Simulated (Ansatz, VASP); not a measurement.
**Two plane-wave programs on KBr**

```
K Br
1.0
     5.67191    0.00000    0.00000
    -2.83595    4.91202    0.00000
     0.00000    0.00000    6.64448
K Br
2 2
Direct
  0.33333 0.66667 0.93800
  0.66667 0.33333 0.43800
  0.33333 0.66667 0.43800
  0.66667 0.33333 0.93800
```

Alike in both runs: functional PBE; k mesh 10 × 10 × 6; occupations fermi-dirac, width 0.05 eV; no spin polarisation.

Ansatz relaxed the structure, and its values are those at the end. VASP's run is a single point on that final structure, the one shown.

|  | VASP | Ansatz |
| --- | --- | --- |
| version | VASP 6.6.1 | Ansatz 0.2.0 |
| potentials or method | VASP PAW PBE potentials, release 64 (K_sv, Br) | PAW with Ansatz's default frozen-core files, scalar-relativistic |
| plane-wave cutoff (eV) | 520 | 420 |
| valence electrons in the cell | 32 | 32 |

```csv
,VASP,Ansatz,Ansatz less VASP
gap on the k mesh at the Fermi level (eV),4.14,4.14,+0.001
pressure (GPa),0.0,0.0,-0.02
```

Ansatz's warnings: xc potential rough in thin density.
